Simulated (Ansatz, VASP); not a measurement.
**Sn in VASP and in Ansatz**

```
CELL_PARAMETERS angstrom
0.00000 3.32804 3.32804
3.32804 0.00000 3.32804
3.32804 3.32804 0.00000
ATOMIC_POSITIONS crystal
Sn 0.87500 0.87500 0.87500
Sn 0.12500 0.12500 0.12500
```

Alike in both runs: functional PBE; k mesh 11 × 11 × 11; occupations fermi-dirac, width 0.05 eV; no spin polarisation.

Ansatz relaxed the structure, and its values are those at the end. VASP's run is a single point on that final structure, the one shown.

|  | VASP | Ansatz |
| --- | --- | --- |
| version | VASP 6.6.1 | Ansatz 0.2.0 |
| potentials or method | VASP PAW PBE potentials, release 64 (Sn_d) | PAW with Ansatz's default frozen-core files, scalar-relativistic |
| plane-wave cutoff (eV) | 520 | 420 |
| valence electrons in the cell | 28 | 28 |

|  | VASP | Ansatz | Ansatz less VASP |
| --- | --- | --- | --- |
| pressure (GPa) | 0.0 | 0.0 | +0.04 |
